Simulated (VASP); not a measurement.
# AgCl (wurtzite type) (P6_3mc) in VASP: notebook

The runs below take AgCl (wurtzite type) through density of states, electric field gradients, with PBE.

Everything below comes from runs of VASP 6.6.1. Logs are shortened: lines on timing, memory, paths and dates and some standing lists are left out, and cuts for length are marked.

### 1 The cell of the first run

Symmetry: P6_3mc, No. 186, hexagonal system. The conventional cell has a = 4.298 Å, b = 4.298 Å, c = 6.946 Å, α = 90.00°, β = 90.00°, γ = 120.00°. Within 3.5 Å of Ag (site symmetry 3m) lie 4 Cl at 2.62 to 2.63 Å. Cl (site symmetry 3m) has 4 Ag at 2.62 to 2.63 Å within 3.5 Å.

### 2 Density of states, PBE

Input file POSCAR:

```
AgCl
1.0
    4.2981792161      0.0000000000      0.0000000000
   -2.1490896081      3.7223323912      0.0000000000
    0.0000000000      0.0000000000      6.9458893937
Ag Cl
2 2
Direct
    0.3333333333      0.6666666667     -0.0013968115
    0.6666666667      0.3333333333      0.4986031885
    0.3333333333      0.6666666667      0.3773968115
    0.6666666667      0.3333333333      0.8773968115
```

Input file INCAR.step1:

```
SYSTEM = AgCl
  ALGO = Normal
  EDIFF = 1E-6
  ENCUT = 520
  GGA = PE
  ISIF = 2
  ISMEAR = -1
  LASPH = .TRUE.
  LCHARG = .TRUE.
  LMAXMIX = 4
  LREAL = .FALSE.
  LWAVE = .FALSE.
  NBANDS = 26
  NELM = 100
  PREC = Accurate
  SIGMA = 0.05
```

Input file KPOINTS.step1:

```
k-points
0
G
  11 11 6
  0 0 0
```

Input file INCAR.step2:

```
SYSTEM = AgCl
  ALGO = Normal
  EDIFF = 1E-6
  ENCUT = 520
  GGA = PE
  ICHARG = 11
  ISIF = 2
  ISMEAR = -5
  LASPH = .TRUE.
  LCHARG = .FALSE.
  LMAXMIX = 4
  LORBIT = 11
  LREAL = .FALSE.
  LWAVE = .FALSE.
  NEDOS = 2001
  NELM = 100
  PREC = Accurate
  SIGMA = 0.05
```

Input file KPOINTS.step2:

```
k-points
0
G
  17 17 9
  0 0 0
```

Potentials or basis: VASP PAW PBE potentials, release 64 (Ag, Cl).

On the command line:

```console
$ cat potpaw_PBE.64/Ag/POTCAR potpaw_PBE.64/Cl/POTCAR > POTCAR
$ cp INCAR.step1 INCAR
$ cp KPOINTS.step1 KPOINTS
$ mpirun -np 1 vasp_std > vasp.out
$ cp INCAR.step2 INCAR
$ cp KPOINTS.step2 KPOINTS
$ mpirun -np 1 vasp_std > vasp.out
```

OUTCAR:

```text
SYSTEM = AgCl
   EDIFF = 1E-6
   ENCUT = 520
   GGA = PE
   ICHARG = 11
   ISIF = 2
   ISMEAR = -5
   LASPH = .TRUE.
   LORBIT = 11
   LREAL = .FALSE.
   NELM = 100
   PREC = Accurate

 ion  position               nearest neighbor table
   1  0.333  0.667  0.999-   4 2.62   4 2.62   4 2.62   3 2.63
   2  0.667  0.333  0.499-   3 2.62   3 2.62   3 2.62   4 2.63
   3  0.333  0.667  0.377-   2 2.62   2 2.62   2 2.62   1 2.63
   4  0.667  0.333  0.877-   1 2.62   1 2.62   1 2.62   2 2.63

  LATTYP: Found a hexagonal cell.
 ALAT       =     4.2981792161
 C/A-ratio  =     1.6160073939

  Lattice vectors:

 A1 = (   4.2981792161,   0.0000000000,   0.0000000000)
 A2 = (  -2.1490896081,   3.7223323912,   0.0000000000)
 A3 = (   0.0000000000,   0.0000000000,   6.9458893937)

Analysis of symmetry for initial positions (statically):
=====================================================================
 Subroutine PRICEL returns:
 Original cell was already a primitive cell.

 Routine SETGRP: Setting up the symmetry group for a
 hexagonal supercell.

 Subroutine GETGRP returns: Found 12 space group operations
 (whereof  6 operations were pure point group operations)
 out of a pool of 24 trial point group operations.

The static configuration has the point symmetry C_3v.
 The point group associated with its full space group is C_6v.

Analysis of symmetry for dynamics (positions and initial velocities):
=====================================================================
 Subroutine PRICEL returns:
 Original cell was already a primitive cell.

 Routine SETGRP: Setting up the symmetry group for a
 hexagonal supercell.

 Subroutine GETGRP returns: Found 12 space group operations
 (whereof  6 operations were pure point group operations)
 out of a pool of 24 trial point group operations.

The dynamic configuration has the point symmetry C_3v.
 The point group associated with its full space group is C_6v.

 Subroutine INISYM returns: Found 12 space group operations
 (whereof  6 operations are pure point group operations),
 and found     1 'primitive' translations

----------------------------------------------------------------------------------------

                                     Primitive cell

  volume of cell :     111.1290

  direct lattice vectors                    reciprocal lattice vectors
     4.298179216  0.000000000  0.000000000     0.232656655  0.134324383  0.000000000
    -2.149089608  3.722332391  0.000000000     0.000000000  0.268648765  0.000000000
     0.000000000  0.000000000  6.945889394     0.000000000  0.000000000  0.143970044

  length of vectors
     4.298179216  4.298179216  6.945889394     0.268648765  0.268648765  0.143970044

  position of ions in fractional coordinates (direct lattice)
     0.333333333  0.666666667  0.998603188
     0.666666667  0.333333333  0.498603188
     0.333333333  0.666666667  0.377396811
     0.666666667  0.333333333  0.877396811

  ion indices of the primitive-cell ions
   primitive index   ion index
                 1           1
                 2           2
                 3           3
                 4           4

----------------------------------------------------------------------------------------

 KPOINTS: k-points

Automatic generation of k-mesh.
 Grid dimensions read from file:
 generate k-points for:   17   17    9

 Generating k-lattice:

  Cartesian coordinates                     Fractional coordinates (reciprocal lattice)
     0.013685686  0.007901434  0.000000000     0.058823529  0.000000000  0.000000000
     0.000000000  0.015802869  0.000000000     0.000000000  0.058823529  0.000000000
     0.000000000  0.000000000  0.015996672     0.000000000  0.000000000  0.111111111

  Length of vectors
     0.015802869  0.015802869  0.015996672

  Shift w.r.t. Gamma in fractional coordinates (k-lattice)
     0.000000000  0.000000000  0.000000000

 TETIRR: Found   2533 inequivalent tetrahedra from    15606

 Subroutine IBZKPT returns following result:
 ===========================================

 Found    165 irreducible k-points:

 Following reciprocal coordinates:
            Coordinates               Weight
  0.000000  0.000000  0.000000      1.000000
  0.058824  0.000000  0.000000      6.000000
  0.117647 -0.000000  0.000000      6.000000
  0.176471  0.000000  0.000000      6.000000
  0.235294 -0.000000  0.000000      6.000000
  0.294118  0.000000  0.000000      6.000000
[... 16 lines left out ...]
  0.411765  0.117647  0.000000     12.000000
  0.176471  0.176471  0.000000      6.000000
 [... further k-points ...]
   k-points           NKPTS =    165   k-points in BZ     NKDIM =    165   number of bands    NBANDS=     22
   number of dos      NEDOS =   2001   number of ions     NIONS =      4
   total plane-waves  NPLWV =  55296
   dimension x,y,z NGX =    32 NGY =   32 NGZ =   54
   dimension x,y,z NGXF=    64 NGYF=   64 NGZF=  108
   ions per type =               2   2
   NGX,Y,Z   is equivalent  to a cutoff of  12.38, 12.38, 12.92 a.u.
   NGXF,Y,Z  is equivalent  to a cutoff of  24.75, 24.75, 25.85 a.u.
 SYSTEM =  AgCl
   PREC   = accura    normal or accurate (medium, high low for compatibility)
   ISTART =      0    job   : 0-new  1-cont  2-samecut
   ICHARG =     11    charge: 1-file 2-atom 10-const
   ISPIN  =      1    spin polarized calculation?
   LNONCOLLINEAR =      F non collinear calculations
   LSORBIT =      F    spin-orbit coupling
   LASPH  =      T    aspherical Exc in radial PAW
   ENCUT  =  520.0 eV  38.22 Ry    6.18 a.u.   7.99  7.99 12.91*2*pi/ulx,y,z
   NELM   =    100;   NELMIN=  2; NELMDL=  0     # of ELM steps
   EDIFF  = 0.1E-05   stopping-criterion for ELM
   LREAL  =      F    real-space projection
   EDIFFG = 0.1E-04   stopping-criterion for IOM
   NSW    =      0    number of steps for IOM
   IBRION =     -1    ionic relax: 0-MD 1-quasi-New 2-CG
   NFREE  =      0    steps in history (QN), initial steepest desc. (CG)
   ISIF   =      2    stress and relaxation
   ISYM   =      2    0-nonsym 1-usesym 2-fastsym
   POTIM  = 0.5000    time-step for ionic-motion
   TEBEG  =    0.0;   TEEND  =   0.0 temperature during run
   PSTRESS=    0.0 pullay stress
   NELECT =      36.0000    total number of electrons
   NUPDOWN=      -1.0000    fix difference up-down
   EMIN   =  10.00;   EMAX   =-10.00  energy-range for DOS
   EFERMI =   0.00;   METHOD = LEGACY
   ISMEAR =    -5;   SIGMA  =   0.05  broadening in eV -4-tet -1-fermi 0-gaus
   EFERMI_NEDOS =   21; number of points for ismear=-14 and -15
   IALGO  =     38    algorithm
   IMIX   =      4    mixing-type and parameters
     AMIX     =   0.40;   BMIX     =  1.00
     AMIX_MAG =   1.60;   BMIX_MAG =  1.00
  volume/ion in A,a.u.               =      27.78       187.48
  Fermi-wavevector in a.u.,A,eV,Ry     =   1.124346  2.124705 17.199846  1.264153
  Thomas-Fermi vector in A             =   2.261017
   LORBIT       =     11    0 simple, 1 ext, 2 COOP (PROOUT), +10 PAW based schemes
   GGA     = PE    functional components
   LHFCALC =     F    Hartree Fock is set to
   AEXX    =    0.0000 exact exchange contribution
   IVDW    =     0    specifies the selected vdW correction
   LEPSILON=     F    determine dielectric tensor
   LRPA    =     F    only Hartree local field effects (RPA)
 non-spin polarized calculation
 Fermi weights with tetrahedron method with Bloechl corrections
  energy-cutoff  :      520.00
  volume of cell :      111.13
 maximum number of plane-waves:      3016
 NGX is ok and might be reduce to    32

 number of electron      35.9999998 magnetization

 Free energy of the ion-electron system (eV)
  ---------------------------------------------------
  ext. energy  EPLUGINS =         0.00000000
  ---------------------------------------------------
  free energy    TOTEN  =       -10.91254584 eV

  energy without entropy =      -10.91254584  energy(sigma->0) =      -10.91254584

 E-fermi :   1.4294     XC(G=0):  -8.3705

 val. band max:        1.4291845285   @ k =   0.0000   0.0000   0.0000
 cond. band min:       2.7336984919   @ k =   0.0000   0.0000   0.0000
 fundamental gap:      1.3045139633
 Fermi energy:         1.4293994856

 k-point     1 :       0.0000    0.0000    0.0000
  band No.  band energies     occupation
      1     -13.2659      2.00000
      2     -13.0982      2.00000
      3      -2.5192      2.00000
      4      -2.4706      2.00000
      5      -2.4705      2.00000
      6      -2.4188      2.00000
[... 14 lines left out ...]
     21       8.1699      0.00000
     22       9.4644      0.00000

 k-point     2 :       0.0588    0.0000    0.0000
  band No.  band energies     occupation
      1     -13.2611      2.00000
      2     -13.0960      2.00000
      3      -2.5084      2.00000
      4      -2.4802      2.00000
      5      -2.4637      2.00000
      6      -2.4120      2.00000
[... 14 lines left out ...]
     21       8.1726      0.00000
     22       9.3112      0.00000

 k-point     3 :       0.1176   -0.0000    0.0000
  band No.  band energies     occupation
      1     -13.2473      2.00000
      2     -13.0897      2.00000
      3      -2.5173      2.00000
      4      -2.4645      2.00000
      5      -2.4441      2.00000
      6      -2.3975      2.00000
[... 14 lines left out ...]
     21       8.1673      0.00000
     22       8.9830      0.00000
[... 476 lines left out ...]
 k-point    23 :       0.4118    0.1176    0.0000
  band No.  band energies     occupation
      1     -13.0992      2.00000
      2     -13.0503      2.00000
      3      -2.5793      2.00000
      4      -2.4936      2.00000
      5      -2.2978      2.00000
      6      -2.1795      2.00000
[... 14 lines left out ...]
     21       7.4791      0.00000
     22       7.6372      0.00000

 k-point    24 :       0.1765    0.1765    0.0000
  band No.  band energies     occupation
      1     -13.1640      2.00000
      2     -13.0587      2.00000
      3      -2.5690      2.00000
      4      -2.4541      2.00000
      5      -2.3316      2.00000
      6      -2.3226      2.00000
[... 14 lines left out ...]
     21       8.0444      0.00000
     22       8.0655      0.00000

 [... further k-points ...]

------------------------ aborting loop because EDIFF is reached ----------------------------------------

  FORCE on cell =-STRESS in cart. coord.  units (eV):
  Direction    XX          YY          ZZ          XY          YZ          ZX
  --------------------------------------------------------------------------------------
  -------------------------------------------------------------------------------------
  Total       -0.0454724     -0.0454724     -0.0475564      0.0000000      0.0000000      0.0000000
  in kB       -0.6555873     -0.6555873     -0.6856340      0.0000000      0.0000000      0.0000000
  external PRESSURE =      -0.6656028 kB  Pullay stress =       0.0000000 kB

 VOLUME and BASIS-vectors are now :
 -----------------------------------------------------------------------------
  energy-cutoff  :      520.00
  volume of cell :      111.13
      direct lattice vectors                 reciprocal lattice vectors
     4.298179216  0.000000000  0.000000000     0.232656655  0.134324383  0.000000000
    -2.149089608  3.722332391  0.000000000     0.000000000  0.268648765  0.000000000
     0.000000000  0.000000000  6.945889394     0.000000000  0.000000000  0.143970044

 POSITION                                       TOTAL-FORCE (eV/Angst)
 -----------------------------------------------------------------------------------
     -0.00000      2.48155      6.93619         0.000000     -0.000000     -0.002681
      2.14909      1.24078      3.46324        -0.000000      0.000000     -0.002681
     -0.00000      2.48155      2.62136         0.000000     -0.000000      0.002681
      2.14909      1.24078      6.09430        -0.000000      0.000000      0.002681
 -----------------------------------------------------------------------------------
    total drift:                               -0.000000      0.000000     -0.000717

  FREE ENERGIE OF THE ION-ELECTRON SYSTEM (eV)
  ---------------------------------------------------
  free  energy   TOTEN  =       -10.9125458400 eV

  energy  without entropy=      -10.9125458400  energy(sigma->0) =      -10.91254584

 total charge

# of ion       s       p       d       tot
------------------------------------------
    1        0.217   0.165   9.359   9.740
    2        0.217   0.165   9.359   9.740
    3        1.593   3.483   0.000   5.077
    4        1.593   3.483   0.000   5.077
--------------------------------------------------
tot          3.620   7.296  18.718  29.634
```

It took 5.1 min on 1 thread of Intel Xeon Platinum 8259CL at 2.50GHz (Skylake/Cascade Lake), shared host; peak memory 0.47 GiB.

Results:

- Valence electrons inside the program's atomic spheres: Ag 9.74; Cl 5.08

Levels at points of the mesh, in eV from the valence-band top:
```csv
k point,band 14,band 15,band 16,band 17,band 18,band 19,band 20,band 21,band 22
"(0.00, 0.00, 0.00)",-0.53,-0.53,-0.11,0.00,0.00,1.30,3.58,6.74,8.04
```

(Continued in part 2 of 2.)
